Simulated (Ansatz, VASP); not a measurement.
AgPt3 in VASP and in Ansatz

File INCAR:

```
ALGO = Normal
EDIFF = 1E-8
ENCUT = 470
GGA_COMPAT = False
ISIF = 2
ISMEAR = -1
LASPH = True
LCHARG = False
LEFG = True
LREAL = False
LWAVE = False
NBANDS = 44
NELM = 120
PREC = Accurate
SIGMA = 0.08
```

File KPOINTS:

```
k-points
0
Gamma
  9 9 9
```

The input POSCAR:

```
AgPt3
1.0
    3.9513216749      0.0000000000      0.0000000000
    0.0000000000      3.9513216749      0.0000000000
    0.0000000000      0.0000000000      3.9513216749
Ag Pt
1 3
Direct
    0.0000000000      0.0000000000      0.0000000000
    0.0000000000      0.5000000000      0.5000000000
    0.5000000000      0.0000000000      0.5000000000
    0.5000000000      0.5000000000      0.0000000000
```

Input for Ansatz:

```yaml
crystal:
  lattice:
    - [3.9513216749, 0.0, 0.0]
    - [0.0, 3.9513216749, 0.0]
    - [0.0, 0.0, 3.9513216749]
  atoms:
    - { symbol: Ag, position: [0.0, 0.0, 0.0] }
    - { symbol: Pt, position: [0.0, 0.5, 0.5] }
    - { symbol: Pt, position: [0.5, 0.0, 0.5] }
    - { symbol: Pt, position: [0.5, 0.5, 0.0] }
kpoints:
  mp_grid: { grid: [9, 9, 9] }
scf:
  occupations: { method: fermi_dirac, width: 0.08 }
hamiltonian:
  xc: lda
  pseudopotentials: { kind: paw }
output:
  forces: true
  stress: true
  eigenvalues: true
  efg: { contact_densities: true }
```

Change from the starting cell: volume scaled by 1.04, PAW files.

Alike in both runs: task electric field gradients; functional LDA; k mesh 9 × 9 × 9; occupations fermi-dirac, width 0.08 eV; no spin polarisation.

```csv
,VASP,Ansatz
version,VASP 6.6.1,Ansatz 0.2.0
potentials or method,"VASP PAW LDA potentials, release 64 (Ag_sv_GW, Pt_sv_GW)","PAW with Ansatz's default frozen-core files, scalar-relativistic"
plane-wave cutoff (eV),470,420
valence electrons in the cell,73,73
```

Ansatz gave:

| Item | Value |
| --- | --- |
| size of Vzz on the site where it differs most (V/Å²) | 13.2 |

What did VASP give for the same quantities?

Size of Vzz on the site where it differs most (V/Å²): 17.2.

LDA's correlation is that of Perdew and Zunger in VASP and of Perdew and Wang (1992) in Ansatz.

Spin-orbit coupling is off throughout.
